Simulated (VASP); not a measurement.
Runs of VASP 6.6.1 on Li. The structure is that of space group Im-3m (No. 229), or close to it. The cells are those of the table. 

| task | cell | gap on the mesh (eV) | pressure (GPa) |
| --- | --- | --- | --- |
| single point | a = 3.015 Å, angles 109.5°, 1 atom | none | -0.1 |
| relaxation of cell and atoms | relaxed from a = 3.015 Å, angles 109.5°, 1 atom | none | -0.1 |
| single point | a = 2.995 Å, angles 109.5°, 1 atom | none | (a) |
| single point | a = 3.035 Å, angles 109.5°, 1 atom | none | -0.3 |

Alike in all rows: level r2SCAN; potentials or basis VASP PAW PBE potentials, release 64 (Li_sv); no spin polarisation; k mesh 8 × 8 × 8; cutoff (eV) 830; smearing gaussian 0.05 eV.

Task: Estimate the missing entries.

Result: (a) 0.1.

Caveats: the PAW data sets were made with another functional, which shifts forces and pressure a little.

A gap of «none» marks levels without a gap at the run's occupations.
